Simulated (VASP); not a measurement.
# CsZn11S12 (a cell with a defect) in VASP: single point with PBE

Aim: the single point of CsZn11S12 (a cell with a defect) with PBE.

Everything below comes from runs of VASP 6.6.1. Logs are shortened: lines on timing, memory, paths and dates and some standing lists are left out, and cuts for length are marked.

### Step 1. The cell of the first run

The cell holds a defect, 24 atoms: a = 6.621 Å, b = 6.621 Å, c = 12.520 Å, α = 90.00°, β = 90.00°, γ = 120.00°.

### Step 2. Single point, PBE

File INCAR:

```
PREC = Accurate
ENCUT = 520
EDIFF = 1E-6
ISMEAR = -1
SIGMA = 0.01
LREAL = Auto
LASPH = True
NELM = 100
ALGO = Normal
ISIF = 2
LWAVE = False
LCHARG = False
GGA = PE
NBANDS = 124
NELECT = 214.0
```

File KPOINTS:

```
Automatic mesh
0
Gamma
  3 3 2
```

File POSCAR:

```
CsZn11S12
1.0
    5.7340500000      3.3105553110      0.0000000000
   -5.7340500000      3.3105553110      0.0000000000
    0.0000000000      0.0000000000     12.5200000000
Cs Zn S
1 11 12
Direct
    0.0000000000      0.0000000000     -0.0362797783
    0.3333333333      0.6666666667      0.0093847474
    0.6666666667      0.3333333333      0.0093847474
    0.0000000000      0.0000000000      0.5109565237
    0.3333333333      0.6666666667      0.4985221542
    0.6666666667      0.3333333333      0.4985221542
    0.3313601227      0.3313601227      0.2566729079
    0.6686398773      0.0000000000      0.2566729079
    0.0000000000      0.6686398773      0.2566729079
    0.3504521781      1.0000000000      0.7527824430
    0.6495478219      0.6495478219      0.7527824430
    0.0000000000      0.3504521781      0.7527824430
    0.0000000000      0.0000000000      0.2089530728
    0.3333333333      0.6666666667      0.1942367228
    0.6666666667      0.3333333333      0.1942367228
    0.0000000000      0.0000000000      0.6995795994
    0.3333333333      0.6666666667      0.6789625661
    0.6666666667      0.3333333333      0.6789625661
    0.3311253068      0.3311253068      0.4427488585
    0.6688746932      0.0000000000      0.4427488585
    0.0000000000      0.6688746932      0.4427488585
    0.5082781977      1.0000000000      0.9159885244
    0.4917218023      0.4917218023      0.9159885244
    0.0000000000      0.5082781977      0.9159885244
```

Potentials or basis: VASP PAW PBE potentials, release 64 (Cs_sv, Zn, S).

Launch:

```bash
$ cat potpaw_PBE.64/Cs_sv/POTCAR potpaw_PBE.64/Zn/POTCAR potpaw_PBE.64/S/POTCAR > POTCAR
$ mpirun -np 1 vasp_std > vasp.out
```

OUTCAR:

```text
PREC = Accurate
   ENCUT = 520
   EDIFF = 1E-6
   ISMEAR = -1
   LREAL = Auto
   LASPH = True
   NELM = 100
   ISIF = 2
   GGA = PE
   NELECT = 214.0

 ion  position               nearest neighbor table
   1  0.000  0.000  0.964-
   2  0.333  0.667  0.009-  24 2.24  22 2.24  23 2.24  14 2.31
   3  0.667  0.333  0.009-  22 2.24  24 2.24  23 2.24  15 2.31
   4  0.000  0.000  0.511-  19 2.35  20 2.35  21 2.35  16 2.36
   5  0.333  0.667  0.499-  17 2.26  21 2.32  20 2.32  19 2.32
   6  0.667  0.333  0.499-  18 2.26  20 2.32  21 2.32  19 2.32
   7  0.331  0.331  0.257-  13 2.27  19 2.33  15 2.35  14 2.35
   8  0.669  0.000  0.257-  13 2.27  20 2.33  15 2.35  14 2.35
   9  0.000  0.669  0.257-  13 2.27  21 2.33  14 2.35  15 2.35
  10  0.350  0.000  0.753-  22 2.30  17 2.34  18 2.34  16 2.41
  11  0.650  0.650  0.753-  23 2.30  18 2.34  17 2.34  16 2.41
  12  0.000  0.350  0.753-  24 2.30  18 2.34  17 2.34  16 2.41
  13  0.000  0.000  0.209-   7 2.27   8 2.27   9 2.27
  14  0.333  0.667  0.194-   2 2.31   9 2.35   8 2.35   7 2.35
  15  0.667  0.333  0.194-   3 2.31   8 2.35   9 2.35   7 2.35
  16  0.000  0.000  0.700-   4 2.36  11 2.41  10 2.41  12 2.41
  17  0.333  0.667  0.679-   5 2.26  10 2.34  12 2.34  11 2.34
  18  0.667  0.333  0.679-   6 2.26  12 2.34  10 2.34  11 2.34
  19  0.331  0.331  0.443-   5 2.32   6 2.32   7 2.33   4 2.35
  20  0.669  0.000  0.443-   6 2.32   5 2.32   8 2.33   4 2.35
  21  0.000  0.669  0.443-   5 2.32   6 2.32   9 2.33   4 2.35
  22  0.508  0.000  0.916-   3 2.24   2 2.24  10 2.30
  23  0.492  0.492  0.916-   2 2.24   3 2.24  11 2.30
  24  0.000  0.508  0.916-   2 2.24   3 2.24  12 2.30

  LATTYP: Found a hexagonal cell.
 ALAT       =     6.6211106221
 C/A-ratio  =     1.8909214352

  Lattice vectors:

 A1 = (   5.7340500000,   3.3105553110,   0.0000000000)
 A2 = (  -5.7340500000,   3.3105553110,   0.0000000000)
 A3 = (   0.0000000000,   0.0000000000,  12.5200000000)

Analysis of symmetry for initial positions (statically):
=====================================================================
 Subroutine PRICEL returns:
 Original cell was already a primitive cell.

 Routine SETGRP: Setting up the symmetry group for a
 hexagonal supercell.

 Subroutine GETGRP returns: Found  6 space group operations
 (whereof  6 operations were pure point group operations)
 out of a pool of 24 trial point group operations.

The static configuration has the point symmetry C_3v.

Analysis of symmetry for dynamics (positions and initial velocities):
=====================================================================
 Subroutine PRICEL returns:
 Original cell was already a primitive cell.

 Routine SETGRP: Setting up the symmetry group for a
 hexagonal supercell.

 Subroutine GETGRP returns: Found  6 space group operations
 (whereof  6 operations were pure point group operations)
 out of a pool of 24 trial point group operations.

The dynamic configuration has the point symmetry C_3v.

 Subroutine INISYM returns: Found  6 space group operations
 (whereof  6 operations are pure point group operations),
 and found     1 'primitive' translations

----------------------------------------------------------------------------------------

                                     Primitive cell

  volume of cell :     475.3316

  direct lattice vectors                    reciprocal lattice vectors
     5.734050000  3.310555311  0.000000000     0.087198403  0.151032064  0.000000000
    -5.734050000  3.310555311  0.000000000    -0.087198403  0.151032064  0.000000000
     0.000000000  0.000000000 12.520000000     0.000000000  0.000000000  0.079872204

  length of vectors
     6.621110622  6.621110622 12.520000000     0.174396805  0.174396805  0.079872204

  position of ions in fractional coordinates (direct lattice)
     0.000000000  0.000000000  0.963720222
     0.333333333  0.666666667  0.009384747
     0.666666667  0.333333333  0.009384747
     0.000000000  0.000000000  0.510956524
     0.333333333  0.666666667  0.498522154
     0.666666667  0.333333333  0.498522154
[... 16 lines left out ...]
     0.491721802  0.491721802  0.915988524
     0.000000000  0.508278198  0.915988524

  ion indices of the primitive-cell ions
   primitive index   ion index
                 1           1
                 2           2
                 3           3
                 4           4
                 5           5
                 6           6
[... 16 lines left out ...]
                23          23
                24          24

----------------------------------------------------------------------------------------

 KPOINTS: Automatic mesh

Automatic generation of k-mesh.
 Grid dimensions read from file:
 generate k-points for:    3    3    2

 Generating k-lattice:

  Cartesian coordinates                     Fractional coordinates (reciprocal lattice)
     0.029066134  0.050344021  0.000000000     0.333333333  0.000000000  0.000000000
    -0.029066134  0.050344021  0.000000000     0.000000000  0.333333333  0.000000000
     0.000000000  0.000000000  0.039936102     0.000000000  0.000000000  0.500000000

  Length of vectors
     0.058132268  0.058132268  0.039936102

  Shift w.r.t. Gamma in fractional coordinates (k-lattice)
     0.000000000  0.000000000  0.000000000

 Subroutine IBZKPT returns following result:
 ===========================================

 Found      6 irreducible k-points:

 Following reciprocal coordinates:
            Coordinates               Weight
  0.000000  0.000000  0.000000      1.000000
  0.333333  0.000000  0.000000      6.000000
  0.333333  0.333333  0.000000      2.000000
  0.000000  0.000000  0.500000      1.000000
  0.333333  0.000000  0.500000      6.000000
  0.333333  0.333333  0.500000      2.000000
   k-points           NKPTS =      6   k-points in BZ     NKDIM =      6   number of bands    NBANDS=    124
   number of dos      NEDOS =    301   number of ions     NIONS =     24
   total plane-waves  NPLWV = 240000
   dimension x,y,z NGX =    50 NGY =   50 NGZ =   96
   dimension x,y,z NGXF=   100 NGYF=  100 NGZF=  192
   ions per type =               1  11  12
   NGX,Y,Z   is equivalent  to a cutoff of  12.55, 12.55, 12.75 a.u.
   NGXF,Y,Z  is equivalent  to a cutoff of  25.11, 25.11, 25.49 a.u.
 SYSTEM =  unknown system
   PREC   = accura    normal or accurate (medium, high low for compatibility)
   ISTART =      0    job   : 0-new  1-cont  2-samecut
   ICHARG =      2    charge: 1-file 2-atom 10-const
   ISPIN  =      1    spin polarized calculation?
   LNONCOLLINEAR =      F non collinear calculations
   LSORBIT =      F    spin-orbit coupling
   LASPH  =      T    aspherical Exc in radial PAW
   ENCUT  =  520.0 eV  38.22 Ry    6.18 a.u.  12.31 12.31 23.28*2*pi/ulx,y,z
   NELM   =    100;   NELMIN=  2; NELMDL= -5     # of ELM steps
   EDIFF  = 0.1E-05   stopping-criterion for ELM
   LREAL  =      T    real-space projection
   EDIFFG = 0.1E-04   stopping-criterion for IOM
   NSW    =      0    number of steps for IOM
   IBRION =     -1    ionic relax: 0-MD 1-quasi-New 2-CG
   NFREE  =      0    steps in history (QN), initial steepest desc. (CG)
   ISIF   =      2    stress and relaxation
   ISYM   =      2    0-nonsym 1-usesym 2-fastsym
   POTIM  = 0.5000    time-step for ionic-motion
   TEBEG  =    0.0;   TEEND  =   0.0 temperature during run
   PSTRESS=    0.0 pullay stress
   NELECT =     214.0000    total number of electrons
   NUPDOWN=      -1.0000    fix difference up-down
   EMIN   =  10.00;   EMAX   =-10.00  energy-range for DOS
   EFERMI =   0.00;   METHOD = LEGACY
   ISMEAR =    -1;   SIGMA  =   0.01  broadening in eV -4-tet -1-fermi 0-gaus
   EFERMI_NEDOS =   21; number of points for ismear=-14 and -15
   IALGO  =     38    algorithm
   IMIX   =      4    mixing-type and parameters
     AMIX     =   0.40;   BMIX     =  1.00
     AMIX_MAG =   1.60;   BMIX_MAG =  1.00
  volume/ion in A,a.u.               =      19.81       133.65
  Fermi-wavevector in a.u.,A,eV,Ry     =   1.254721  2.371079 21.419993  1.574325
  Thomas-Fermi vector in A             =   2.388512
   LORBIT       =      0    0 simple, 1 ext, 2 COOP (PROOUT), +10 PAW based schemes
   GGA     = PE    functional components
   LHFCALC =     F    Hartree Fock is set to
   AEXX    =    0.0000 exact exchange contribution
   IVDW    =     0    specifies the selected vdW correction
   LEPSILON=     F    determine dielectric tensor
   LRPA    =     F    only Hartree local field effects (RPA)
 non-spin polarized calculation
  energy-cutoff  :      520.00
  volume of cell :      475.33
 maximum number of plane-waves:     12850
 NGX is ok and might be reduce to    50
   NGX = 25   NGY = 25   NGZ = 47

 number of electron     213.9999958 magnetization

 Free energy of the ion-electron system (eV)
  ---------------------------------------------------
  ext. energy  EPLUGINS =         0.00000000
  ---------------------------------------------------
  free energy    TOTEN  =       -76.23392535 eV

  energy without entropy =      -76.23392535  energy(sigma->0) =      -76.23392535

 E-fermi :   3.8539     XC(G=0):  -9.7872

 val. band max:        3.5469083950   @ k =   0.0000   0.0000   0.0000
 cond. band min:       4.5471859274   @ k =   0.0000   0.0000   0.0000
 fundamental gap:      1.0002775324
 Fermi energy:         3.8538695712

 k-point     1 :       0.0000    0.0000    0.0000
  band No.  band energies     occupation
      1     -17.3350      2.00000
      2     -10.9671      2.00000
      3     -10.5171      2.00000
      4     -10.3109      2.00000
      5      -9.9484      2.00000
      6      -9.9484      2.00000
[... 111 lines left out ...]
    118       7.7828      0.00000
    119       7.7828      0.00000

 k-point     2 :       0.3333    0.0000    0.0000
  band No.  band energies     occupation
      1     -17.3319      2.00000
      2     -10.7396      2.00000
      3     -10.3408      2.00000
      4     -10.2373      2.00000
      5     -10.1509      2.00000
      6     -10.0722      2.00000
[... 483 lines left out ...]
      2     -10.3966      2.00000
      3     -10.3966      2.00000
      4     -10.3254      2.00000
      5     -10.1628      2.00000
      6     -10.1628      2.00000
[... 111 lines left out ...]
    118       7.4631      0.00000
    119       7.4631      0.00000
 [bands above 119 left out]

------------------------ aborting loop because EDIFF is reached ----------------------------------------

  FORCE on cell =-STRESS in cart. coord.  units (eV):
  Direction    XX          YY          ZZ          XY          YZ          ZX
  --------------------------------------------------------------------------------------
  -------------------------------------------------------------------------------------
  Total       25.6098685     25.6098685     24.5619567      0.0000000     -0.0000000      0.0000000
  in kB       86.3219581     86.3219581     82.7898119      0.0000000     -0.0000000      0.0000000
  external PRESSURE =      85.1445761 kB  Pullay stress =       0.0000000 kB

 VOLUME and BASIS-vectors are now :
 -----------------------------------------------------------------------------
  energy-cutoff  :      520.00
  volume of cell :      475.33
      direct lattice vectors                 reciprocal lattice vectors
     5.734050000  3.310555311  0.000000000     0.087198403  0.151032064  0.000000000
    -5.734050000  3.310555311  0.000000000    -0.087198403  0.151032064  0.000000000
     0.000000000  0.000000000 12.520000000     0.000000000  0.000000000  0.079872204

 POSITION                                       TOTAL-FORCE (eV/Angst)
 -----------------------------------------------------------------------------------
      0.00000      0.00000     12.06578         0.000000      0.000000      0.001264
     -1.91135      3.31056      0.11750         0.000000      0.000000     -0.012316
      1.91135      3.31056      0.11750         0.000000      0.000000     -0.012316
      0.00000      0.00000      6.39718         0.000000      0.000000      0.026697
     -1.91135      3.31056      6.24150         0.000000      0.000000     -0.001487
      1.91135      3.31056      6.24150         0.000000      0.000000     -0.001487
[... 16 lines left out ...]
      0.00000      3.25574     11.46818         0.000000     -0.004765      0.001440
     -2.91449      1.68268     11.46818        -0.004127      0.002383      0.001440
 -----------------------------------------------------------------------------------
    total drift:                                0.000000     -0.000028     -0.000642

  FREE ENERGIE OF THE ION-ELECTRON SYSTEM (eV)
  ---------------------------------------------------
  free  energy   TOTEN  =       -76.2339253531 eV

  energy  without entropy=      -76.2339253531  energy(sigma->0) =      -76.23392535
```

Run time: 19 min. Hardware: 1 thread of Oxide Virtual Turin-like, shared host; peak memory 0.61 GiB.

Results:

```
Free energy   : -76.2339 eV
Largest force : 0.027 eV/Å
```

Forces on the atoms (eV/Å):
```
Cs   0.000  0.000  0.001
Zn   0.000  0.000 -0.012
Zn   0.000  0.000 -0.012
Zn   0.000  0.000  0.027
Zn   0.000  0.000 -0.001
Zn   0.000  0.000 -0.001
Zn   0.000  0.005  0.001
Zn  -0.004 -0.002  0.001
Zn   0.004 -0.002  0.001
Zn  -0.002 -0.001  0.013
Zn   0.000  0.002  0.013
Zn   0.002 -0.001  0.013
S    0.000  0.000 -0.012
S    0.000  0.000  0.006
S    0.000  0.000  0.006
S    0.000  0.000 -0.018
S    0.000  0.000 -0.005
S    0.000  0.000 -0.005
S    0.000  0.000 -0.006
S    0.000  0.000 -0.006
S    0.000  0.000 -0.006
S    0.004  0.002  0.001
S    0.000 -0.005  0.001
S   -0.004  0.002  0.001
```

Caveat: the cell carries a net charge on a neutralising background, which shifts energy and pressure; the cell is charged against a uniform background, so pressure and absolute levels hang on convention; spin-orbit coupling is left out, which moves the levels of the heavy elements.
